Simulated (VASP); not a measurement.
Set up this calculation in VASP 6.6.1, as the native input.

* Task: single point
* Functional: PBE
* Potentials or basis: VASP PAW PBE potentials, release 64 (Cd, S)
* Cutoff: 520 eV
* k mesh: 10 × 10 × 10
* Occupations: gaussian, width 0.05 eV
* Spin: no spin polarisation
* Dipole correction: no
* Further INCAR settings: ALGO = Normal; EDIFF = 1e-06; NBANDS = 16

The structure of CdS lies in POSCAR:

```
CdS
1.0
    0.0000000000      2.9366599940      2.9366599940
    2.9366599940      0.0000000000      2.9366599940
    2.9366599940      2.9366599940      0.0000000000
Cd S
1 1
Direct
    0.0000000000      0.0000000000      0.0000000000
    0.7500000000      0.7500000000      0.7500000000
```

One way to write it, as run:

INCAR

```
SYSTEM = CdS
PREC = Accurate
ENCUT = 520
EDIFF = 1E-6
ISMEAR = 0
SIGMA = 0.05
LREAL = .FALSE.
LASPH = .TRUE.
NELM = 100
ALGO = Normal
ISIF = 2
LWAVE = .FALSE.
LCHARG = .FALSE.
GGA = PE
NBANDS = 16
```

KPOINTS

```
regular mesh
0
G
  10 10 10
  0 0 0
```

Potentials or basis: VASP PAW PBE potentials, release 64 (Cd, S).

Launch:

```sh
$ cat potpaw_PBE.64/Cd/POTCAR potpaw_PBE.64/S/POTCAR > POTCAR
$ mpirun -np 1 vasp_std > vasp.out
```

Results of the run:

```
Pressure               : 1.9 GPa
Band gap on the k mesh : 1.10 eV, direct
```

Run time: 15 s on 1 thread of Intel(R) Xeon(R) Platinum 8559C (Emerald Rapids) (shared host), peak memory 0.18 GiB.
